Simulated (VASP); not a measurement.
## Au: single point with PBEsol

The system is Au.

```
Au
1.0
     2.79659    0.00000    0.00000
    -0.01287    2.80125    0.00000
    -1.13025   -1.17745    4.89097
Au
2
Direct
  0.67286 0.66596 0.27405
  0.32714 0.33404 0.72594
```

```yaml
Program: VASP 6.6.1
Task: single point
Functional: PBEsol
Potentials_or_basis: VASP PAW PBE potentials, release 64 (Au)
Cutoff: 520 eV
k_mesh: 10 × 10 × 6
Occupations: fermi-dirac, width 0.05 eV
Spin: no spin polarisation
```

| Quantity | Value |
| --- | --- |
| Pressure | -5.9 GPa |
| Largest force | 0.110 eV/Å |
| Band gap on the k mesh | zero (band 11 reaches 10.63 eV, above the bottom of band 12 at 5.67 eV) |

Forces on the atoms (eV/Å):
```
Au   0.029  0.026  0.103
Au  -0.029 -0.026 -0.103
```

Stress tensor (GPa, compression positive):
```
-6.55  0.25  0.81
 0.25 -6.83  0.62
 0.81  0.62 -4.45
```

Levels at points of the mesh, in eV from the Fermi level:
```tsv
k point	band 9	band 10	band 11	band 12	band 13	band 14
(0.00, 0.00, 0.00)	-2.22	-1.97	-1.58	-0.08	2.81	14.11
(0.50, 0.00, 0.00)	-2.28	-1.76	0.50	1.20	2.82	5.64
(0.00, 0.50, 0.00)	-2.26	-1.81	0.44	1.21	2.67	5.60
(0.50, 0.50, 0.00)	-0.76	-0.74	2.68	4.69	6.14	6.69
(0.00, 0.00, 0.50)	-1.92	-1.68	-1.57	-1.52	9.44	11.66
(0.50, 0.00, 0.50)	-2.02	-1.98	0.04	1.28	1.78	5.04
(0.00, 0.50, 0.50)	-2.07	-1.96	0.08	1.34	1.72	5.07
(0.50, 0.50, 0.50)	-0.77	-0.73	3.03	5.29	5.70	6.67
```

Run time: 97 s on 1 thread of AMD EPYC 9R45 96-Core Processor (Zen 5) (shared host), peak memory 0.26 GiB.

Caveat: the PAW data sets were made with another functional, which shifts forces and pressure a little; spin-orbit coupling is left out, which moves the levels of the heavy elements.
